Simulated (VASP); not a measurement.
# GdO (Pm-3m) in VASP: further runs

GdO is run at these levels: PBE+U; tasks: single point.

Program: VASP 6.6.1. These are calculated values, not measurements. Logs are shortened: lines on timing, memory, paths and dates and some standing lists are left out, and cuts for length are marked.

### 1 The cell of the first run

It takes space group Pm-3m (No. 221, cubic). The conventional cell has a = 2.976 Å, b = 2.976 Å, c = 2.976 Å, α = 90.00°, β = 90.00°, γ = 90.00°. Gd (site symmetry m-3m) has 8 O at 2.58 Å and 6 Gd at 2.98 Å within 3.4 Å. O (site symmetry m-3m) has 8 Gd at 2.58 Å and 6 O at 2.98 Å within 3.4 Å.

### 2 Single point, PBE+U, collinear spin, ferromagnetic start (13.18 Å³/atom)

Contents of INCAR:

```
PREC = Accurate ; ENCUT = 520
EDIFF = 1E-6 ; ISMEAR = 0
SIGMA = 0.05 ; LREAL = F
LASPH = T ; NELM = 150
ALGO = Normal ; ISIF = 2
LWAVE = F ; LCHARG = T
ISPIN = 2 ; MAGMOM = 7.88 -0.03
LORBIT = 11 ; LMAXMIX = 6
LDAU = T ; LDAUTYPE = 2
LDAUL = 3 -1 ; LDAUU = 6 0
LDAUJ = 0 0 ; LDAUPRINT = 1
GGA = PE ; LELF = T
LVHAR = T ; NBANDS = 23
```

Contents of KPOINTS:

```
Automatic mesh
0
Gamma
  10 10 10
```

Contents of POSCAR:

```
GdO
1.0
    2.9758725031      0.0000000000      0.0000000000
    0.0000000000      2.9758725031      0.0000000000
    0.0000000000      0.0000000000      2.9758725031
Gd O
1 1
Direct
    0.0000000000      0.0000000000      0.0000000000
    0.5000000000      0.5000000000      0.5000000000
```

Potentials or basis: VASP PAW PBE potentials, release 64 (Gd, O).

Started as:

```console
> cat potpaw_PBE.64/Gd/POTCAR potpaw_PBE.64/O/POTCAR > POTCAR
> mpirun -np 1 vasp_std > vasp.out
```

OUTCAR:

```text
PREC = Accurate
   ENCUT = 520
   EDIFF = 1E-6
   ISMEAR = 0
   LREAL = F
   LASPH = T
   NELM = 150
   ISIF = 2
   ISPIN = 2
   LORBIT = 11
   GGA = PE

 ion  position               nearest neighbor table
   1  0.000  0.000  0.000-   2 2.58   2 2.58   2 2.58   2 2.58   2 2.58   2 2.58   2 2.58   2 2.58

   2  0.500  0.500  0.500-   1 2.58   1 2.58   1 2.58   1 2.58   1 2.58   1 2.58   1 2.58   1 2.58

  LATTYP: Found a simple cubic cell.
 ALAT       =     2.9758725031

  Lattice vectors:

 A1 = (   2.9758725031,   0.0000000000,   0.0000000000)
 A2 = (   0.0000000000,   2.9758725031,   0.0000000000)
 A3 = (   0.0000000000,   0.0000000000,   2.9758725031)

Analysis of symmetry for initial positions (statically):
=====================================================================
 Subroutine PRICEL returns:
 Original cell was already a primitive cell.

 Routine SETGRP: Setting up the symmetry group for a
 simple cubic supercell.

 Subroutine GETGRP returns: Found 48 space group operations
 (whereof 48 operations were pure point group operations)
 out of a pool of 48 trial point group operations.

The static configuration has the point symmetry O_h .

Analysis of symmetry for dynamics (positions and initial velocities):
=====================================================================
 Subroutine PRICEL returns:
 Original cell was already a primitive cell.

 Routine SETGRP: Setting up the symmetry group for a
 simple cubic supercell.

 Subroutine GETGRP returns: Found 48 space group operations
 (whereof 48 operations were pure point group operations)
 out of a pool of 48 trial point group operations.

The dynamic configuration has the point symmetry O_h .

Analysis of structural, dynamic, and magnetic symmetry:
=====================================================================
 Subroutine PRICEL returns:
 Original cell was already a primitive cell.

 Routine SETGRP: Setting up the symmetry group for a
 simple cubic supercell.

 Subroutine GETGRP returns: Found 48 space group operations
 (whereof 48 operations were pure point group operations)
 out of a pool of 48 trial point group operations.

The overall configuration has the point symmetry O_h .

 Subroutine INISYM returns: Found 48 space group operations
 (whereof 48 operations are pure point group operations),
 and found     1 'primitive' translations

----------------------------------------------------------------------------------------

                                     Primitive cell

  volume of cell :      26.3538

  direct lattice vectors                    reciprocal lattice vectors
     2.975872503  0.000000000  0.000000000     0.336035902  0.000000000  0.000000000
     0.000000000  2.975872503  0.000000000     0.000000000  0.336035902  0.000000000
     0.000000000  0.000000000  2.975872503     0.000000000  0.000000000  0.336035902

  length of vectors
     2.975872503  2.975872503  2.975872503     0.336035902  0.336035902  0.336035902

  position of ions in fractional coordinates (direct lattice)
     0.000000000  0.000000000  0.000000000
     0.500000000  0.500000000  0.500000000

  ion indices of the primitive-cell ions
   primitive index   ion index
                 1           1
                 2           2

----------------------------------------------------------------------------------------

 KPOINTS: Automatic mesh

Automatic generation of k-mesh.
 Grid dimensions read from file:
 generate k-points for:   10   10   10

 Generating k-lattice:

[... 63 lines left out ...]
   EDIFFG = 0.1E-04   stopping-criterion for IOM
   NSW    =      0    number of steps for IOM
   IBRION =     -1    ionic relax: 0-MD 1-quasi-New 2-CG
   NFREE  =      0    steps in history (QN), initial steepest desc. (CG)
   ISIF   =      2    stress and relaxation
   ISYM   =      2    0-nonsym 1-usesym 2-fastsym
   POTIM  = 0.5000    time-step for ionic-motion
   TEBEG  =    0.0;   TEEND  =   0.0 temperature during run
   PSTRESS=    0.0 pullay stress
   NELECT =      24.0000    total number of electrons
   NUPDOWN=      -1.0000    fix difference up-down
   EMIN   =  10.00;   EMAX   =-10.00  energy-range for DOS
   EFERMI =   0.00;   METHOD = LEGACY
   ISMEAR =     0;   SIGMA  =   0.05  broadening in eV -4-tet -1-fermi 0-gaus
   EFERMI_NEDOS =   21; number of points for ismear=-14 and -15
   IALGO  =     38    algorithm
   IMIX   =      4    mixing-type and parameters
     AMIX     =   0.40;   BMIX     =  1.00
     AMIX_MAG =   1.60;   BMIX_MAG =  1.00
  volume/ion in A,a.u.               =      13.18        88.92
  Fermi-wavevector in a.u.,A,eV,Ry     =   1.586832  2.998677 34.259953  2.518035
  Thomas-Fermi vector in A             =   2.686083
   LORBIT       =     11    0 simple, 1 ext, 2 COOP (PROOUT), +10 PAW based schemes
 LDA+U is selected, type is set to LDAUTYPE =  2
   angular momentum for each species LDAUL =     3   -1
   U (eV)           for each species LDAUU =   6.0  0.0
   J (eV)           for each species LDAUJ =   0.0  0.0
   GGA     = PE    functional components
   LHFCALC =     F    Hartree Fock is set to
   AEXX    =    0.0000 exact exchange contribution
   IVDW    =     0    specifies the selected vdW correction
   LEPSILON=     F    determine dielectric tensor
   LRPA    =     F    only Hartree local field effects (RPA)
 spin polarized calculation
 Gauss-broadening in eV      SIGMA  =   0.05
  energy-cutoff  :      520.00
  volume of cell :       26.35
 maximum number of plane-waves:       739
 NGX is ok and might be reduce to    24
   NGX = 11   NGY = 11   NGZ = 11

atom =   1  type =  1  l = 3

 onsite density matrix

spin component  1

  0.9907 -0.0000 -0.0001 -0.0000 -0.0000 -0.0000  0.0000
 -0.0000  0.9969 -0.0000  0.0000  0.0000 -0.0000  0.0000
 -0.0001 -0.0000  0.9908 -0.0000 -0.0000 -0.0000  0.0000
 -0.0000  0.0000 -0.0000  0.9906 -0.0000 -0.0000 -0.0000
 -0.0000  0.0000 -0.0000 -0.0000  0.9908  0.0000  0.0001
 -0.0000 -0.0000 -0.0000 -0.0000  0.0000  0.9909 -0.0000
  0.0000  0.0000  0.0000 -0.0000  0.0001 -0.0000  0.9907

spin component  2

  0.0045  0.0000  0.0008  0.0000 -0.0000 -0.0000  0.0000
  0.0000  0.0114 -0.0000 -0.0000  0.0000  0.0000  0.0000
  0.0008 -0.0000  0.0040  0.0000  0.0000 -0.0000 -0.0000
  0.0000 -0.0000  0.0000  0.0051  0.0000  0.0000  0.0000
 -0.0000  0.0000  0.0000  0.0000  0.0040  0.0000 -0.0008
 -0.0000  0.0000 -0.0000  0.0000  0.0000  0.0034  0.0000
  0.0000  0.0000 -0.0000  0.0000 -0.0008  0.0000  0.0045

 occupancies and eigenvectors

  o =  0.0034  v =  0.0000  0.0000  0.0000  0.0000  0.0000  0.0000  0.0000 -0.0000 -0.0000  0.0000 -0.0000 -0.0007  1.0000 -0.0006      0.0000  0.0000  0.0000  0.0000  0.0000  0.0000  0.0000  0.0000  0.0000  0.0000  0.0000  0.0000  0.0000  0.0000
  o =  0.0034  v =  0.0000  0.0000  0.0000  0.0000  0.0000  0.0000  0.0000 -0.0000 -0.0000  0.0000 -0.0000  0.7906  0.0009  0.6124      0.0000  0.0000  0.0000  0.0000  0.0000  0.0000  0.0000  0.0000  0.0000  0.0000  0.0000  0.0000  0.0000  0.0000
  o =  0.0034  v =  0.0000  0.0000  0.0000  0.0000  0.0000  0.0000  0.0000 -0.6124  0.0000  0.7906 -0.0000 -0.0000 -0.0000 -0.0000      0.0000  0.0000  0.0000  0.0000  0.0000  0.0000  0.0000  0.0000  0.0000  0.0000  0.0000  0.0000  0.0000  0.0000
  o =  0.0051  v =  0.0000  0.0000  0.0000  0.0000  0.0000  0.0000  0.0000  0.0010 -0.0000  0.0008 -1.0000  0.0008 -0.0000 -0.0011      0.0000  0.0000  0.0000  0.0000  0.0000  0.0000  0.0000  0.0000  0.0000  0.0000  0.0000  0.0000  0.0000  0.0000
  o =  0.0051  v =  0.0000  0.0000  0.0000  0.0000  0.0000  0.0000  0.0000  0.0006 -0.0000  0.0005  0.0014  0.6124  0.0000 -0.7906      0.0000  0.0000  0.0000  0.0000  0.0000  0.0000  0.0000  0.0000  0.0000  0.0000  0.0000  0.0000  0.0000  0.0000
  o =  0.0051  v =  0.0000  0.0000  0.0000  0.0000  0.0000  0.0000  0.0000 -0.7906  0.0000 -0.6124 -0.0013  0.0005 -0.0000 -0.0006      0.0000  0.0000  0.0000  0.0000  0.0000  0.0000  0.0000  0.0000  0.0000  0.0000  0.0000  0.0000  0.0000  0.0000
  o =  0.0114  v =  0.0000  0.0000  0.0000  0.0000  0.0000  0.0000  0.0000  0.0000  1.0000 -0.0000 -0.0000  0.0000  0.0000  0.0000      0.0000  0.0000  0.0000  0.0000  0.0000  0.0000  0.0000  0.0000  0.0000  0.0000  0.0000  0.0000  0.0000  0.0000
  o =  0.9906  v = -0.7906 -0.0000 -0.6124 -0.0000 -0.0000 -0.0000  0.0000  0.0000  0.0000  0.0000  0.0000  0.0000  0.0000  0.0000      0.0000  0.0000  0.0000  0.0000  0.0000  0.0000  0.0000  0.0000  0.0000  0.0000  0.0000  0.0000  0.0000  0.0000
  o =  0.9906  v =  0.0000  0.0000 -0.0000 -0.0520  0.6115 -0.0000 -0.7895  0.0000  0.0000  0.0000  0.0000  0.0000  0.0000  0.0000      0.0000  0.0000  0.0000  0.0000  0.0000  0.0000  0.0000  0.0000  0.0000  0.0000  0.0000  0.0000  0.0000  0.0000
  o =  0.9906  v =  0.0000 -0.0000  0.0000 -0.9986 -0.0318 -0.0000  0.0411  0.0000  0.0000  0.0000  0.0000  0.0000  0.0000  0.0000      0.0000  0.0000  0.0000  0.0000  0.0000  0.0000  0.0000  0.0000  0.0000  0.0000  0.0000  0.0000  0.0000  0.0000
  o =  0.9909  v =  0.6124 -0.0000 -0.7906 -0.0000 -0.0000 -0.0000  0.0000  0.0000  0.0000  0.0000  0.0000  0.0000  0.0000  0.0000      0.0000  0.0000  0.0000  0.0000  0.0000  0.0000  0.0000  0.0000  0.0000  0.0000  0.0000  0.0000  0.0000  0.0000
  o =  0.9909  v =  0.0000  0.0000 -0.0000 -0.0000 -0.7906 -0.0057 -0.6124  0.0000  0.0000  0.0000  0.0000  0.0000  0.0000  0.0000      0.0000  0.0000  0.0000  0.0000  0.0000  0.0000  0.0000  0.0000  0.0000  0.0000  0.0000  0.0000  0.0000  0.0000
  o =  0.9909  v =  0.0000  0.0000 -0.0000 -0.0000 -0.0045  1.0000 -0.0035  0.0000  0.0000  0.0000  0.0000  0.0000  0.0000  0.0000      0.0000  0.0000  0.0000  0.0000  0.0000  0.0000  0.0000  0.0000  0.0000  0.0000  0.0000  0.0000  0.0000  0.0000
  o =  0.9969  v =  0.0000  1.0000 -0.0000 -0.0000 -0.0000 -0.0000  0.0000  0.0000  0.0000  0.0000  0.0000  0.0000  0.0000  0.0000      0.0000  0.0000  0.0000  0.0000  0.0000  0.0000  0.0000  0.0000  0.0000  0.0000  0.0000  0.0000  0.0000  0.0000

 number of electron      23.9999990 magnetization       7.4941058

 Free energy of the ion-electron system (eV)
  ---------------------------------------------------
  ext. energy  EPLUGINS =         0.00000000
  ---------------------------------------------------
  free energy    TOTEN  =       -20.58932547 eV

  energy without entropy =      -20.58839758  energy(sigma->0) =      -20.58886152

 E-fermi :   7.3095     XC(G=0): -12.4928

 val. band max:        7.2729339844   @ k =   0.4000   0.1000   0.1000
 cond. band min:       7.3097446839   @ k =   0.5000   0.4000   0.0000
 fundamental gap:      0.0368106995
 Fermi energy:         7.3094929690

 spin component 1

 k-point     1 :       0.0000    0.0000    0.0000
  band No.  band energies     occupation
      1     -39.1530      1.00000
      2     -15.6589      1.00000
      3     -15.6589      1.00000
      4     -15.6589      1.00000
      5     -13.1238      1.00000
      6      -1.4094      1.00000
[... 1241 lines left out ...]
     22      20.5188      0.00000
     23      23.3516      0.00000

 [... further k-points ...]

------------------------ aborting loop because EDIFF is reached ----------------------------------------

  FORCE on cell =-STRESS in cart. coord.  units (eV):
  Direction    XX          YY          ZZ          XY          YZ          ZX
  --------------------------------------------------------------------------------------
  -------------------------------------------------------------------------------------
  Total        1.3740729      1.3740729      1.3740729      0.0000000      0.0000000     -0.0000000
  in kB       83.5367151     83.5367151     83.5367151      0.0000000      0.0000000     -0.0000000
  external PRESSURE =      83.5367151 kB  Pullay stress =       0.0000000 kB

 VOLUME and BASIS-vectors are now :
 -----------------------------------------------------------------------------
  energy-cutoff  :      520.00
  volume of cell :       26.35
      direct lattice vectors                 reciprocal lattice vectors
     2.975872503  0.000000000  0.000000000     0.336035902  0.000000000  0.000000000
     0.000000000  2.975872503  0.000000000     0.000000000  0.336035902  0.000000000
     0.000000000  0.000000000  2.975872503     0.000000000  0.000000000  0.336035902

 POSITION                                       TOTAL-FORCE (eV/Angst)
 -----------------------------------------------------------------------------------
      0.00000      0.00000      0.00000         0.000000      0.000000      0.000000
      1.48794      1.48794      1.48794         0.000000      0.000000      0.000000
 -----------------------------------------------------------------------------------
    total drift:                                0.000000      0.000000     -0.000000

  FREE ENERGIE OF THE ION-ELECTRON SYSTEM (eV)
  ---------------------------------------------------
  free  energy   TOTEN  =       -20.5893254712 eV

  energy  without entropy=      -20.5883975767  energy(sigma->0) =      -20.58886152

 total charge

# of ion       s       p       d       f       tot
--------------------------------------------------
    1        2.024   5.597   0.817   6.971  15.409
    2        1.551   3.425   0.000   0.000   4.976
--------------------------------------------------
tot          3.575   9.022   0.817   6.971  20.384

 magnetization (x)

# of ion       s       p       d       f       tot
--------------------------------------------------
    1        0.005  -0.080   0.289   6.900   7.114
    2       -0.001  -0.041   0.000   0.000  -0.043
--------------------------------------------------
tot          0.004  -0.121   0.289   6.900   7.072
```

It took 56 s on 1 thread of Intel Xeon Platinum 8375C at 2.90GHz (Ice Lake), shared host; peak memory 0.2 GiB.

What came out:

```yaml
Free_energy: -20.5893 eV
Pressure: 8.4 GPa
Net_moment: 7.49 μB per cell
Site_moments: Gd +7.11; O -0.04 μB
Valence_electrons_inside_the_program's_atomic_spheres: Gd 15.41; O 4.98
```

Eigenvalues of the final occupation matrices:
```tsv
site	spin	trace	eigenvalues
site 1 f	1	6.94	0.99 0.99 0.99 0.99 0.99 0.99 1.00
site 1 f	2	0.04	0.00 0.00 0.00 0.01 0.01 0.01 0.01
```

Caveat: the cell stands under pressure; spin-orbit coupling is left out, which moves the levels of the heavy elements; a cell with one magnetic atom can't hold antiferromagnetic order, which such compounds often take. The state reached can hang on the start; a lower one may exist.

[end of part 1 of 2]
